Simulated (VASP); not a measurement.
# P (Cmce) in VASP: notebook

The runs below take P through single point, with BLYP+D3(BJ), BLYP+D4, PBE.

Program: VASP 6.6.1. These are calculated values, not measurements. Logs are shortened: lines on timing, memory, paths and dates and some standing lists are left out, and cuts for length are marked.

**1. The cell of the first run**

It takes space group Cmce (No. 64, orthorhombic). Conventional cell: a = 3.340 Å, b = 10.283 Å, c = 4.291 Å, α = 90.00°, β = 90.00°, γ = 90.00°. P (site symmetry m) has 3 P at 2.24 to 2.26 Å within 3.0 Å.

**2. Single point, BLYP+D3(BJ)**

INCAR reads:

```
PREC = Accurate
ENCUT = 520
EDIFF = 1E-7
ISMEAR = -1
SIGMA = 0.05
LREAL = False
LASPH = True
NELM = 100
ALGO = Normal
ISIF = 2
LWAVE = False
LCHARG = False
GGA = B5
ALDAX = 1.0
AGGAX = 1.0
AGGAC = 1.0
ALDAC = 0.0
IVDW = 12
VDW_S6 = 1.0
VDW_S8 = 2.6996
VDW_A1 = 0.4298
VDW_A2 = 4.2359
NBANDS = 18
```

KPOINTS reads:

```
regular mesh
0
Gamma
  8 8 6
```

POSCAR reads:

```
P
1.0
    1.6698605536     -5.1414807860      0.0000000000
    1.6698605536      5.1414807860      0.0000000000
    0.0000000000      0.0000000000      4.2906974582
P
4
Direct
    0.8947170707      0.1052829293      0.5767873406
    0.1052829293      0.8947170707      0.4232126594
    0.6052829293      0.3947170707      0.0767873406
    0.3947170707      0.6052829293      0.9232126594
```

Potentials or basis: VASP PAW PBE potentials, release 64 (P).

Run with:

```bash
cat potpaw_PBE.64/P/POTCAR > POTCAR
mpirun -np 1 vasp_std > vasp.out
```

OUTCAR:

```text
PREC = Accurate
   ENCUT = 520
   EDIFF = 1E-7
   ISMEAR = -1
   LREAL = False
   LASPH = True
   NELM = 100
   ISIF = 2
   GGA = B5
   IVDW = 12
 IVDW          = 12

 ion  position               nearest neighbor table
   1  0.895  0.105  0.577-   4 2.24   4 2.24   2 2.26
   2  0.105  0.895  0.423-   3 2.24   3 2.24   1 2.26
   3  0.605  0.395  0.077-   2 2.24   2 2.24   4 2.26
   4  0.395  0.605  0.923-   1 2.24   1 2.24   3 2.26

  LATTYP: Found a base centered orthorhombic cell.
 ALAT       =     3.3397211072
 B/A-ratio  =     3.0789881077
 C/A-ratio  =     1.2847472350

  Lattice vectors:

 A1 = (   1.6698605536,  -5.1414807860,   0.0000000000)
 A2 = (   1.6698605536,   5.1414807860,   0.0000000000)
 A3 = (   0.0000000000,   0.0000000000,   4.2906974582)

Analysis of symmetry for initial positions (statically):
=====================================================================
 Subroutine PRICEL returns:
 Original cell was already a primitive cell.

 Routine SETGRP: Setting up the symmetry group for a
 base centered orthorhombic supercell.

 Subroutine GETGRP returns: Found  8 space group operations
 (whereof  4 operations were pure point group operations)
 out of a pool of  8 trial point group operations.

The static configuration has the point symmetry C_2h.
 The point group associated with its full space group is D_2h.

Analysis of symmetry for dynamics (positions and initial velocities):
=====================================================================
 Subroutine PRICEL returns:
 Original cell was already a primitive cell.

 Routine SETGRP: Setting up the symmetry group for a
 base centered orthorhombic supercell.

 Subroutine GETGRP returns: Found  8 space group operations
 (whereof  4 operations were pure point group operations)
 out of a pool of  8 trial point group operations.

The dynamic configuration has the point symmetry C_2h.
 The point group associated with its full space group is D_2h.

 Subroutine INISYM returns: Found  8 space group operations
 (whereof  4 operations are pure point group operations),
 and found     1 'primitive' translations

----------------------------------------------------------------------------------------

                                     Primitive cell

  volume of cell :      73.6760

  direct lattice vectors                    reciprocal lattice vectors
     1.669860554 -5.141480786  0.000000000     0.299426200 -0.097248248  0.000000000
     1.669860554  5.141480786  0.000000000     0.299426200  0.097248248  0.000000000
     0.000000000  0.000000000  4.290697458     0.000000000  0.000000000  0.233062342

  length of vectors
     5.405854136  5.405854136  4.290697458     0.314822602  0.314822602  0.233062342

  position of ions in fractional coordinates (direct lattice)
     0.894717071  0.105282929  0.576787341
     0.105282929  0.894717071  0.423212659
     0.605282929  0.394717071  0.076787341
     0.394717071  0.605282929  0.923212659

  ion indices of the primitive-cell ions
   primitive index   ion index
                 1           1
                 2           2
                 3           3
                 4           4

----------------------------------------------------------------------------------------

 KPOINTS: regular mesh

Automatic generation of k-mesh.
 Grid dimensions read from file:
 generate k-points for:    8    8    6

 Generating k-lattice:

  Cartesian coordinates                     Fractional coordinates (reciprocal lattice)
     0.037428275 -0.012156031  0.000000000     0.125000000  0.000000000  0.000000000
     0.037428275  0.012156031  0.000000000     0.000000000  0.125000000  0.000000000
     0.000000000  0.000000000  0.038843724     0.000000000  0.000000000  0.166666667

  Length of vectors
     0.039352825  0.039352825  0.038843724

  Shift w.r.t. Gamma in fractional coordinates (k-lattice)
     0.000000000  0.000000000  0.000000000

 Subroutine IBZKPT returns following result:
 ===========================================

 Found     84 irreducible k-points:

 Following reciprocal coordinates:
            Coordinates               Weight
  0.000000  0.000000  0.000000      1.000000
  0.125000  0.000000  0.000000      4.000000
  0.250000  0.000000  0.000000      4.000000
  0.375000 -0.000000  0.000000      4.000000
  0.500000  0.000000  0.000000      2.000000
  0.125000  0.125000  0.000000      2.000000
[... 16 lines left out ...]
  0.125000  0.000000  0.166667      8.000000
  0.250000  0.000000  0.166667      8.000000
 [... further k-points ...]
   k-points           NKPTS =     84   k-points in BZ     NKDIM =     84   number of bands    NBANDS=     18
   number of dos      NEDOS =    301   number of ions     NIONS =      4
   total plane-waves  NPLWV =  51200
   dimension x,y,z NGX =    40 NGY =   40 NGZ =   32
   dimension x,y,z NGXF=    80 NGYF=   80 NGZF=   64
   ions per type =               4
   NGX,Y,Z   is equivalent  to a cutoff of  12.30, 12.30, 12.40 a.u.
   NGXF,Y,Z  is equivalent  to a cutoff of  24.60, 24.60, 24.80 a.u.
 SYSTEM =  unknown system
   PREC   = accura    normal or accurate (medium, high low for compatibility)
   ISTART =      0    job   : 0-new  1-cont  2-samecut
   ICHARG =      2    charge: 1-file 2-atom 10-const
   ISPIN  =      1    spin polarized calculation?
   LNONCOLLINEAR =      F non collinear calculations
   LSORBIT =      F    spin-orbit coupling
   LASPH  =      T    aspherical Exc in radial PAW
   ENCUT  =  520.0 eV  38.22 Ry    6.18 a.u.  10.05 10.05  7.98*2*pi/ulx,y,z
   NELM   =    100;   NELMIN=  2; NELMDL= -5     # of ELM steps
   EDIFF  = 0.1E-06   stopping-criterion for ELM
   LREAL  =      F    real-space projection
   EDIFFG = 0.1E-05   stopping-criterion for IOM
   NSW    =      0    number of steps for IOM
   IBRION =     -1    ionic relax: 0-MD 1-quasi-New 2-CG
   NFREE  =      0    steps in history (QN), initial steepest desc. (CG)
   ISIF   =      2    stress and relaxation
   ISYM   =      2    0-nonsym 1-usesym 2-fastsym
   POTIM  = 0.5000    time-step for ionic-motion
   TEBEG  =    0.0;   TEEND  =   0.0 temperature during run
   PSTRESS=    0.0 pullay stress
   NELECT =      20.0000    total number of electrons
   NUPDOWN=      -1.0000    fix difference up-down
   EMIN   =  10.00;   EMAX   =-10.00  energy-range for DOS
   EFERMI =   0.00;   METHOD = LEGACY
   ISMEAR =    -1;   SIGMA  =   0.05  broadening in eV -4-tet -1-fermi 0-gaus
   EFERMI_NEDOS =   21; number of points for ismear=-14 and -15
   IALGO  =     38    algorithm
   IMIX   =      4    mixing-type and parameters
     AMIX     =   0.40;   BMIX     =  1.00
     AMIX_MAG =   1.60;   BMIX_MAG =  1.00
  volume/ion in A,a.u.               =      18.42       124.30
  Fermi-wavevector in a.u.,A,eV,Ry     =   1.060009  2.003126 15.287754  1.123618
  Thomas-Fermi vector in A             =   2.195374
   LORBIT       =      0    0 simple, 1 ext, 2 COOP (PROOUT), +10 PAW based schemes
   GGA     = B5    functional components
   LHFCALC =     F    Hartree Fock is set to
   AEXX    =    0.0000 exact exchange contribution
   IVDW    =    12    specifies the selected vdW correction
   LEPSILON=     F    determine dielectric tensor
   LRPA    =     F    only Hartree local field effects (RPA)
 non-spin polarized calculation
  energy-cutoff  :      520.00
  volume of cell :       73.68
 maximum number of plane-waves:      2002
   NGX = 21   NGY = 21   NGZ = 15

 number of electron      19.9999999 magnetization

 Free energy of the ion-electron system (eV)
  ---------------------------------------------------
  ext. energy  EPLUGINS =         0.00000000
  ---------------------------------------------------
  free energy    TOTEN  =       -18.35226496 eV

  energy without entropy =      -18.35112200  energy(sigma->0) =      -18.35169348

 E-fermi :   7.4706     XC(G=0):  -9.3891

 val. band max:        7.4264560989   @ k =  -0.3750   0.3750   0.0000
 cond. band min:       7.5615575790   @ k =   0.5000   0.1250   0.0000
 fundamental gap:      0.1351014801
 Fermi energy:         7.4705817668

 k-point     1 :       0.0000    0.0000    0.0000
  band No.  band energies     occupation
      1      -8.3873      2.00000
      2      -5.2826      2.00000
      3      -1.9940      2.00000
      4       0.3956      2.00000
      5       2.5567      2.00000
      6       2.7617      2.00000
[... 10 lines left out ...]
     17      14.8648      0.00000
     18      14.9357      0.00000

 k-point     2 :       0.1250    0.0000    0.0000
  band No.  band energies     occupation
      1      -8.1954      2.00000
      2      -5.1237      2.00000
      3      -2.1497      2.00000
      4       0.5854      2.00000
      5       2.0490      2.00000
      6       2.6273      2.00000
[... 10 lines left out ...]
     17      13.2116      0.00000
     18      14.6552      0.00000

 k-point     3 :       0.2500    0.0000    0.0000
  band No.  band energies     occupation
      1      -7.6262      2.00000
      2      -4.6446      2.00000
      3      -2.8283      2.00000
      4       0.4147      2.00000
      5       1.1277      2.00000
      6       1.8903      2.00000
[... 10 lines left out ...]
     17      12.9502      0.00000
     18      14.4634      0.00000

 k-point     4 :       0.3750   -0.0000    0.0000
  band No.  band energies     occupation
      1      -6.7028      2.00000
      2      -4.0836      2.00000
      3      -3.8402      2.00000
      4      -1.2669      2.00000
      5       1.8873      2.00000
      6       1.9587      2.00000
[... 375 lines left out ...]
      4       0.3630      2.00000
      5       1.9300      2.00000
      6       3.2189      2.00000
[... 10 lines left out ...]
     17      14.6320      0.00000
     18      15.6770      0.00000

 k-point    23 :       0.1250    0.0000    0.1667
  band No.  band energies     occupation
      1      -8.0297      2.00000
      2      -5.3371      2.00000
      3      -2.2155      2.00000
      4       0.4794      2.00000
      5       1.7488      2.00000
      6       2.3046      2.00000
[... 10 lines left out ...]
     17      14.2013      0.00000
     18      14.7545      0.00000

 k-point    24 :       0.2500    0.0000    0.1667
  band No.  band energies     occupation
      1      -7.4660      2.00000
      2      -4.8733      2.00000
      3      -2.6917      2.00000
      4       0.0993      2.00000
      5       1.2350      2.00000
      6       1.6079      2.00000
[... 10 lines left out ...]
     17      13.0290      0.00000
     18      14.4591      0.00000

 [... further k-points ...]

------------------------ aborting loop because EDIFF is reached ----------------------------------------

 Edisp (eV)   -3.27130

 E8    (eV) :    -2.2515

  FORCE on cell =-STRESS in cart. coord.  units (eV):
  Direction    XX          YY          ZZ          XY          YZ          ZX
  --------------------------------------------------------------------------------------
  -------------------------------------------------------------------------------------
  Total      -0.02906    -0.07777    -0.07372     0.00000     0.00000     0.00000
  in kB      -0.63196    -1.69131    -1.60312     0.00000     0.00000     0.00000
  external pressure =       -1.31 kB  Pullay stress =        0.00 kB

 VOLUME and BASIS-vectors are now :
 -----------------------------------------------------------------------------
  energy-cutoff  :      520.00
  volume of cell :       73.68
      direct lattice vectors                 reciprocal lattice vectors
     1.669860554 -5.141480786  0.000000000     0.299426200 -0.097248248  0.000000000
     1.669860554  5.141480786  0.000000000     0.299426200  0.097248248  0.000000000
     0.000000000  0.000000000  4.290697458     0.000000000  0.000000000  0.233062342

 POSITION                                       TOTAL-FORCE (eV/Angst)
 -----------------------------------------------------------------------------------
      1.66986     -4.05886      2.47482         0.000000     -0.022606      0.029606
      1.66986      4.05886      1.81588         0.000000      0.022606     -0.029606
      1.66986     -1.08262      0.32947         0.000000      0.022606      0.029606
      1.66986      1.08262      3.96123         0.000000     -0.022606     -0.029606
 -----------------------------------------------------------------------------------
    total drift:                               -0.000000     -0.000000     -0.000000

  FREE ENERGIE OF THE ION-ELECTRON SYSTEM (eV)
  ---------------------------------------------------
  free  energy   TOTEN  =       -21.6235697039 eV

  energy  without entropy=      -21.6224267451  energy(sigma->0) =      -21.62299822
```

Run time: 76 s. Hardware: 1 thread of Intel Xeon Platinum 8488C (Sapphire Rapids), shared host; peak memory 0.25 GiB.

What came out:

* Free energy: -21.6236 eV
* Pressure: -0.1 GPa
* Largest force: 0.037 eV/Å
* Band gap on the k mesh: 0.14 eV, indirect (least direct gap 0.34 eV)
* Dispersion energy per atom: -0.818 eV

Forces in eV/Å, atoms in the order of the input:
```
P    0.000 -0.023  0.030
P    0.000  0.023 -0.030
P    0.000  0.023  0.030
P    0.000 -0.023 -0.030
```

Stress tensor (GPa, compression positive):
```
-0.06  0.00  0.00
 0.00 -0.17  0.00
 0.00  0.00 -0.16
```

Levels at points of the mesh, in eV from the valence-band top:
```tsv
k point	band 7	band 8	band 9	band 10	band 11	band 12	band 13	band 14
(0.00, 0.00, 0.00)	-4.09	-2.87	-2.75	-1.48	0.91	1.31	1.89	3.13
(0.50, 0.00, 0.00)	-3.27	-3.27	-2.69	-2.69	0.90	0.90	1.15	1.15
(0.50, 0.50, 0.00)	-4.34	-2.34	-1.68	-0.13	0.26	0.82	2.29	2.86
(0.00, 0.00, 0.50)	-3.22	-3.22	-1.14	-1.14	1.35	1.35	2.32	2.32
(0.50, 0.00, 0.50)	-5.64	-5.64	-2.07	-2.07	1.70	1.70	4.22	4.22
(0.50, 0.50, 0.50)	-2.49	-2.49	-1.50	-1.50	1.38	1.38	2.53	2.53
```

Caveat: the PAW data sets were made with another functional, which shifts forces and pressure a little. A k mesh can miss the band edges.

**3. Single point, BLYP+D4**

This run uses another cell than the first one, of 18.77 Å³/atom, 1.019 times its volume.

INCAR reads:

```
PREC = Accurate ; ENCUT = 520
EDIFF = 1E-6 ; ISMEAR = -1
SIGMA = 0.05 ; LREAL = F
LASPH = T ; NELM = 80
ALGO = Normal ; ISIF = 2
LWAVE = F ; LCHARG = F
GGA = B5 ; ALDAX = 1.0
AGGAX = 1.0 ; AGGAC = 1.0
ALDAC = 0.0 ; IVDW = 13
VDW_S6 = 1.0 ; VDW_S8 = 2.34076671
VDW_A1 = 0.44488865 ; VDW_A2 = 4.0933009
NBANDS = 18
```

KPOINTS is that of step 2.

POSCAR reads:

```
P
1.0
    1.6710440059     -5.1835739658      0.0000000000
    1.6710440059      5.1835739658      0.0000000000
    0.0000000000      0.0000000000      4.3338146046
P
4
Direct
    0.8956747428      0.1043252572      0.5782317821
    0.1043252572      0.8956747428      0.4217682179
    0.6043252572      0.3956747428      0.0782317821
    0.3956747428      0.6043252572      0.9217682179
```

Potentials or basis: VASP PAW PBE potentials, release 64 (P).

Run with:

```bash
cat potpaw_PBE.64/P/POTCAR > POTCAR
mpirun -np 1 vasp_std > vasp.out
```

It took 80 s on 1 thread of Intel Xeon Platinum 8488C (Sapphire Rapids), shared host; peak memory 0.25 GiB.

It converged, with:

```
Free energy                : -21.4732 eV
Pressure                   : -0.1 GPa
Largest force              : 0.039 eV/Å
Band gap on the k mesh     : 0.22 eV, indirect (least direct gap 0.30 eV)
Dispersion energy per atom : -0.764 eV
```

Forces in eV/Å, atoms in the order of the input:
```
P    0.000 -0.023  0.032
P    0.000  0.023 -0.032
P    0.000  0.023  0.032
P    0.000 -0.023 -0.032
```

Levels at points of the mesh, in eV from the valence-band top:
```csv
k point,band 8,band 9,band 10,band 11,band 12,band 13
"(0.00, 0.00, 0.00)",-2.81,-2.67,-1.42,0.90,1.34,1.93
"(0.50, 0.00, 0.00)",-3.24,-2.64,-2.64,0.93,0.93,1.22
"(0.50, 0.50, 0.00)",-2.30,-1.61,-0.04,0.26,0.88,2.29
"(0.00, 0.00, 0.50)",-3.17,-1.17,-1.17,1.39,1.39,2.43
"(0.50, 0.00, 0.50)",-5.54,-2.00,-2.00,1.75,1.75,4.12
"(0.50, 0.50, 0.50)",-2.48,-1.52,-1.52,1.43,1.43,2.54
```

Caveat: the PAW data sets were made with another functional, which shifts forces and pressure a little.

**4. Single point, PBE**

This run uses another cell than the first one, of 20.46 Å³/atom, 1.111 times its volume.

INCAR reads:

```
SYSTEM = P
ALGO = Normal
EDIFF = 1E-7
ENCUT = 520
GGA = PE
ISIF = 2
ISMEAR = 0
LASPH = .True.
LCHARG = .False.
LREAL = .False.
LWAVE = .False.
NBANDS = 18
NELM = 100
PREC = Accurate
SIGMA = 0.028999999999999998
```

KPOINTS reads:

```
k-points
0
Gamma
  8 8 6
  0 0 0
```

POSCAR reads:

```
P
1.0
    1.6477431241     -5.4650377251      0.0000000000
    1.6477431241      5.4650377251      0.0000000000
    0.0000000000      0.0000000000      4.5436355900
P
4
Direct
    0.9041431300      0.0958568700      0.5888151700
    0.0958568700      0.9041431300      0.4111848300
    0.5958568700      0.4041431300      0.0888151700
    0.4041431300      0.5958568700      0.9111848300
```

Run with:

```bash
cat potpaw_PBE.64/P/POTCAR > POTCAR
mpirun -np 1 vasp_std > vasp.out
```

It took 85 s on 1 thread of Intel Xeon Platinum 8488C (Sapphire Rapids), shared host; peak memory 0.26 GiB.

It converged, with:

| Item | Value |
| --- | --- |
| Free energy | -21.4906 eV |
| Pressure | 1.7 GPa |
| Largest force | 0.287 eV/Å |
| Band gap on the k mesh | 0.11 eV, direct |

Forces on the atoms (eV/Å):
```
P    0.000  0.128 -0.257
P    0.000 -0.128  0.257
P    0.000 -0.128 -0.257
P    0.000  0.128  0.257
```

Stress tensor (GPa, compression positive):
```
1.51 0.00 0.00
0.00 1.64 0.00
0.00 0.00 1.87
```

Levels at points of the mesh, in eV from the valence-band top:
```
           k point  band 8  band 9  band 10  band 11  band 12  band 13
(0.00, 0.00, 0.00)   -2.79   -2.59    -1.23     0.56     1.00     1.89
(0.50, 0.00, 0.00)   -3.41   -2.67    -2.67     0.65     0.65     1.47
(0.50, 0.50, 0.00)   -2.43   -1.60     0.00     0.11     0.77     2.10
(0.00, 0.00, 0.50)   -3.29   -1.68    -1.68     1.42     1.42     2.88
(0.50, 0.00, 0.50)   -5.33   -1.83    -1.83     1.65     1.65     3.41
(0.50, 0.50, 0.50)   -2.80   -1.99    -1.99     1.40     1.40     2.56
```

A k mesh can miss the band edges.

(Part 1 of 2 ends here.)
